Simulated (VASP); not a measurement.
# Sc (Pm-3m) in VASP: further runs

Runs on Sc. Level: LDA. Tasks: single point, relaxation of cell and atoms.

All numbers are computed with VASP 6.6.1; they aren't measurements. Logs are shortened: lines on timing, memory, paths and dates and some standing lists are left out, and cuts for length are marked.

## Step 1: The cell of the first run

The structure is cubic, space group Pm-3m (No. 221). The conventional cell has a = 2.695 Å, b = 2.695 Å, c = 2.695 Å, α = 90.00°, β = 90.00°, γ = 90.00°. Within 3.6 Å of Sc (site symmetry m-3m) lie 6 Sc at 2.69 Å.

This isn't the form of Sc at room conditions, which is hcp.

## Step 2: Single point, LDA

File INCAR:

```
  PREC = Accurate
  ENCUT = 520
  EDIFF = 1E-7
  ISMEAR = -1
  SIGMA = 0.1
  LREAL = F
  LASPH = T
  NELM = 100
  ALGO = Normal
  ISIF = 2
  LWAVE = F
  LCHARG = T
  GGA = CA
  LELF = T
  LVHAR = T
  NBANDS = 12
```

File KPOINTS:

```
Automatic mesh
0
Gamma
  14 14 14
```

File POSCAR:

```
Sc
1.0
    2.6948839160      0.0000000000      0.0000000000
    0.0000000000      2.6948839160      0.0000000000
    0.0000000000      0.0000000000      2.6948839160
Sc
1
Direct
    0.0000000000      0.0000000000      0.0000000000
```

Potentials or basis: VASP PAW LDA potentials, release 64 (Sc_sv).

Started as:

```console
$ cat potpaw_LDA.64/Sc_sv/POTCAR > POTCAR
$ mpirun -np 1 vasp_std > vasp.out
```

OUTCAR:

```text
PREC = Accurate
   ENCUT = 520
   EDIFF = 1E-7
   ISMEAR = -1
   LREAL = F
   LASPH = T
   NELM = 100
   ISIF = 2
   GGA = CA

 ion  position               nearest neighbor table
   1  0.000  0.000  0.000-

  LATTYP: Found a simple cubic cell.
 ALAT       =     2.6948839160

  Lattice vectors:

 A1 = (   2.6948839160,   0.0000000000,   0.0000000000)
 A2 = (   0.0000000000,   2.6948839160,   0.0000000000)
 A3 = (   0.0000000000,   0.0000000000,   2.6948839160)

Analysis of symmetry for initial positions (statically):
=====================================================================
 Subroutine PRICEL returns:
 Original cell was already a primitive cell.

 Routine SETGRP: Setting up the symmetry group for a
 simple cubic supercell.

 Subroutine GETGRP returns: Found 48 space group operations
 (whereof 48 operations were pure point group operations)
 out of a pool of 48 trial point group operations.

The static configuration has the point symmetry O_h .

Analysis of symmetry for dynamics (positions and initial velocities):
=====================================================================
 Subroutine PRICEL returns:
 Original cell was already a primitive cell.

 Routine SETGRP: Setting up the symmetry group for a
 simple cubic supercell.

 Subroutine GETGRP returns: Found 48 space group operations
 (whereof 48 operations were pure point group operations)
 out of a pool of 48 trial point group operations.

The dynamic configuration has the point symmetry O_h .

 Subroutine INISYM returns: Found 48 space group operations
 (whereof 48 operations are pure point group operations),
 and found     1 'primitive' translations

----------------------------------------------------------------------------------------

                                     Primitive cell

  volume of cell :      19.5713

  direct lattice vectors                    reciprocal lattice vectors
     2.694883916  0.000000000  0.000000000     0.371073497  0.000000000  0.000000000
     0.000000000  2.694883916  0.000000000     0.000000000  0.371073497  0.000000000
     0.000000000  0.000000000  2.694883916     0.000000000  0.000000000  0.371073497

  length of vectors
     2.694883916  2.694883916  2.694883916     0.371073497  0.371073497  0.371073497

  position of ions in fractional coordinates (direct lattice)
     0.000000000  0.000000000  0.000000000

  ion indices of the primitive-cell ions
   primitive index   ion index
                 1           1

----------------------------------------------------------------------------------------

 KPOINTS: Automatic mesh

Automatic generation of k-mesh.
 Grid dimensions read from file:
 generate k-points for:   14   14   14

 Generating k-lattice:

  Cartesian coordinates                     Fractional coordinates (reciprocal lattice)
     0.026505250  0.000000000  0.000000000     0.071428571  0.000000000  0.000000000
     0.000000000  0.026505250  0.000000000     0.000000000  0.071428571  0.000000000
     0.000000000  0.000000000  0.026505250     0.000000000  0.000000000  0.071428571

  Length of vectors
     0.026505250  0.026505250  0.026505250

  Shift w.r.t. Gamma in fractional coordinates (k-lattice)
     0.000000000  0.000000000  0.000000000

 Subroutine IBZKPT returns following result:
 ===========================================

 Found    120 irreducible k-points:

 Following reciprocal coordinates:
            Coordinates               Weight
  0.000000  0.000000  0.000000      1.000000
  0.071429  0.000000  0.000000      6.000000
  0.142857  0.000000  0.000000      6.000000
  0.214286  0.000000  0.000000      6.000000
  0.285714  0.000000  0.000000      6.000000
  0.357143  0.000000  0.000000      6.000000
[... 16 lines left out ...]
  0.285714  0.214286  0.000000     24.000000
  0.357143  0.214286  0.000000     24.000000
 [... further k-points ...]
   k-points           NKPTS =    120   k-points in BZ     NKDIM =    120   number of bands    NBANDS=     12
   number of dos      NEDOS =    301   number of ions     NIONS =      1
   total plane-waves  NPLWV =   8000
   dimension x,y,z NGX =    20 NGY =   20 NGZ =   20
   dimension x,y,z NGXF=    40 NGYF=   40 NGZF=   40
   ions per type =               1
   NGX,Y,Z   is equivalent  to a cutoff of  12.34, 12.34, 12.34 a.u.
   NGXF,Y,Z  is equivalent  to a cutoff of  24.68, 24.68, 24.68 a.u.
 SYSTEM =  unknown system
   PREC   = accura    normal or accurate (medium, high low for compatibility)
   ISTART =      0    job   : 0-new  1-cont  2-samecut
   ICHARG =      2    charge: 1-file 2-atom 10-const
   ISPIN  =      1    spin polarized calculation?
   LNONCOLLINEAR =      F non collinear calculations
   LSORBIT =      F    spin-orbit coupling
   LASPH  =      T    aspherical Exc in radial PAW
   ENCUT  =  520.0 eV  38.22 Ry    6.18 a.u.   5.01  5.01  5.01*2*pi/ulx,y,z
   NELM   =    100;   NELMIN=  2; NELMDL= -5     # of ELM steps
   EDIFF  = 0.1E-06   stopping-criterion for ELM
   LREAL  =      F    real-space projection
   EDIFFG = 0.1E-05   stopping-criterion for IOM
   NSW    =      0    number of steps for IOM
   IBRION =     -1    ionic relax: 0-MD 1-quasi-New 2-CG
   NFREE  =      0    steps in history (QN), initial steepest desc. (CG)
   ISIF   =      2    stress and relaxation
   ISYM   =      2    0-nonsym 1-usesym 2-fastsym
   POTIM  = 0.5000    time-step for ionic-motion
   TEBEG  =    0.0;   TEEND  =   0.0 temperature during run
   PSTRESS=    0.0 pullay stress
   NELECT =      11.0000    total number of electrons
   NUPDOWN=      -1.0000    fix difference up-down
   EMIN   =  10.00;   EMAX   =-10.00  energy-range for DOS
   EFERMI =   0.00;   METHOD = LEGACY
   ISMEAR =    -1;   SIGMA  =   0.10  broadening in eV -4-tet -1-fermi 0-gaus
   EFERMI_NEDOS =   21; number of points for ismear=-14 and -15
   IALGO  =     38    algorithm
   IMIX   =      4    mixing-type and parameters
     AMIX     =   0.40;   BMIX     =  1.00
     AMIX_MAG =   1.60;   BMIX_MAG =  1.00
  volume/ion in A,a.u.               =      19.57       132.07
  Fermi-wavevector in a.u.,A,eV,Ry     =   1.351032  2.553080 24.834547  1.825288
  Thomas-Fermi vector in A             =   2.478487
   LORBIT       =      0    0 simple, 1 ext, 2 COOP (PROOUT), +10 PAW based schemes
   GGA     = CA    functional components
   LHFCALC =     F    Hartree Fock is set to
   AEXX    =    0.0000 exact exchange contribution
   IVDW    =     0    specifies the selected vdW correction
   LEPSILON=     F    determine dielectric tensor
   LRPA    =     F    only Hartree local field effects (RPA)
 non-spin polarized calculation
  energy-cutoff  :      520.00
  volume of cell :       19.57
 maximum number of plane-waves:       552
   NGX = 11   NGY = 11   NGZ = 11

 number of electron      11.0000003 magnetization

 Free energy of the ion-electron system (eV)
  ---------------------------------------------------
  ext. energy  EPLUGINS =         0.00000000
  ---------------------------------------------------
  free energy    TOTEN  =        -5.93687755 eV

  energy without entropy =       -5.86700107  energy(sigma->0) =       -5.90193931

 E-fermi :   5.0348     XC(G=0): -11.0640

 val. band max:        5.0156684426   @ k =   0.2857   0.1429   0.0714
 cond. band min:       5.0371325383   @ k =   0.2143   0.0714   0.0000
 fundamental gap:      0.0214640958
 Fermi energy:         5.0348303273

 k-point     1 :       0.0000    0.0000    0.0000
  band No.  band energies     occupation
      1     -43.5801      2.00000
      2     -21.9176      2.00000
      3     -21.9176      2.00000
      4     -21.9176      2.00000
      5      -0.3130      2.00000
      6       4.1348      1.99975
      7       4.1348      1.99975
      8      10.1264      0.00000
      9      10.1264      0.00000
     10      10.1264      0.00000
     11      20.1380      0.00000
     12      20.1380      0.00000

 k-point     2 :       0.0714    0.0000    0.0000
  band No.  band energies     occupation
      1     -43.5707      2.00000
      2     -21.9836      2.00000
      3     -21.9120      2.00000
      4     -21.9120      2.00000
      5      -0.1775      2.00000
      6       4.1722      1.99964
      7       4.2450      1.99926
      8       9.9811      0.00000
      9       9.9811      0.00000
     10      10.1368      0.00000
     11      19.2555      0.00000
     12      20.3701      0.00000

 k-point     3 :       0.1429    0.0000    0.0000
  band No.  band energies     occupation
      1     -43.5443      2.00000
      2     -22.1656      2.00000
      3     -21.8963      2.00000
      4     -21.8963      2.00000
      5       0.2100      2.00000
      6       4.2790      1.99896
      7       4.5521      1.98412
      8       9.5999      0.00000
      9       9.5999      0.00000
     10      10.1659      0.00000
     11      17.5923      0.00000
     12      21.0142      0.00000

 k-point     4 :       0.2143    0.0000    0.0000
  band No.  band energies     occupation
      1     -43.5059      2.00000
      2     -22.4216      2.00000
      3     -21.8735      2.00000
      4     -21.8735      2.00000
      5       0.8017      2.00000
      6       4.4390      1.99485
      7       4.9746      1.29226
      8       9.1025      0.00000
      9       9.1025      0.00000
     10      10.2083      0.00000
     11      15.9659      0.00000
     12      21.9569      0.00000

 k-point     5 :       0.2857    0.0000    0.0000
  band No.  band energies     occupation
      1     -43.4628      2.00000
      2     -22.6968      2.00000
      3     -21.8480      2.00000
      4     -21.8480      2.00000
      5       1.5372      2.00000
      6       4.6251      1.96730
      7       5.3552      0.07804
      8       8.6063      0.00000
      9       8.6063      0.00000
     10      10.2559      0.00000
     11      14.6666      0.00000
     12      22.0851      0.00000
[... 228 lines left out ...]
      1     -43.3527      2.00000
      2     -23.1200      2.00000
      3     -22.0318      2.00000
      4     -21.7833      2.00000
      5       4.0638      1.99988
      6       4.3745      1.99729
      7       5.4437      0.03296
      8       7.9352      0.00000
      9       8.3712      0.00000
     10       9.9110      0.00000
     11      13.3628      0.00000
     12      20.4510      0.00000

 k-point    22 :       0.2143    0.2143    0.0000
  band No.  band energies     occupation
      1     -43.4332      2.00000
      2     -22.3865      2.00000
      3     -22.3390      2.00000
      4     -21.8305      2.00000
      5       1.7649      2.00000
      6       4.8800      1.64929
      7       5.7108      0.00232
      8       8.0395      0.00000
      9       9.1108      0.00000
     10       9.3944      0.00000
     11      16.6427      0.00000
     12      17.7840      0.00000

 k-point    23 :       0.2857    0.2143    0.0000
  band No.  band energies     occupation
      1     -43.3910      2.00000
      2     -22.6322      2.00000
      3     -22.3269      2.00000
      4     -21.8058      2.00000
      5       2.3494      2.00000
      6       4.9567      1.37208
      7       6.1234      0.00004
      8       7.8415      0.00000
      9       8.7484      0.00000
     10       9.3687      0.00000
     11      15.4467      0.00000
     12      18.1992      0.00000

 k-point    24 :       0.3571    0.2143    0.0000
  band No.  band energies     occupation
      1     -43.3527      2.00000
      2     -22.8654      2.00000
      3     -22.2972      2.00000
      4     -21.7833      2.00000
      5       2.9509      2.00000
      6       4.9020      1.58121
      7       6.2074      0.00002
      8       8.1633      0.00000
      9       8.3747      0.00000
     10       9.4261      0.00000
     11      14.2921      0.00000
     12      18.8995      0.00000

 [... further k-points ...]

------------------------ aborting loop because EDIFF is reached ----------------------------------------

  FORCE on cell =-STRESS in cart. coord.  units (eV):
  Direction    XX          YY          ZZ          XY          YZ          ZX
  --------------------------------------------------------------------------------------
  -------------------------------------------------------------------------------------
  Total        1.0990200      1.0990200      1.0990200      0.0000000      0.0000000      0.0000000
  in kB       89.9696418     89.9696418     89.9696418      0.0000000      0.0000000      0.0000000
  external PRESSURE =      89.9696418 kB  Pullay stress =       0.0000000 kB

 VOLUME and BASIS-vectors are now :
 -----------------------------------------------------------------------------
  energy-cutoff  :      520.00
  volume of cell :       19.57
      direct lattice vectors                 reciprocal lattice vectors
     2.694883916  0.000000000  0.000000000     0.371073497  0.000000000  0.000000000
     0.000000000  2.694883916  0.000000000     0.000000000  0.371073497  0.000000000
     0.000000000  0.000000000  2.694883916     0.000000000  0.000000000  0.371073497

 POSITION                                       TOTAL-FORCE (eV/Angst)
 -----------------------------------------------------------------------------------
      0.00000      0.00000      0.00000         0.000000      0.000000      0.000000
 -----------------------------------------------------------------------------------
    total drift:                               -0.000000      0.000000      0.000000

  FREE ENERGIE OF THE ION-ELECTRON SYSTEM (eV)
  ---------------------------------------------------
  free  energy   TOTEN  =        -5.9368775451 eV

  energy  without entropy=       -5.8670010685  energy(sigma->0) =       -5.90193931
```

It took 8.3 s on 1 thread of Intel Xeon 6975P-C (Granite Rapids), shared host; peak memory 0.13 GiB.

Results:

| Property | Result |
| --- | --- |
| Free energy | -5.9369 eV |
| Pressure | 9.0 GPa |
| Band gap on the k mesh | zero (an odd number of electrons rules out a gap without spin polarisation) |

Caveat: the cell stands under pressure.

[end of part 1 of 2]

The gap in the log of VASP goes by the Fermi energy; the results here count the filled bands.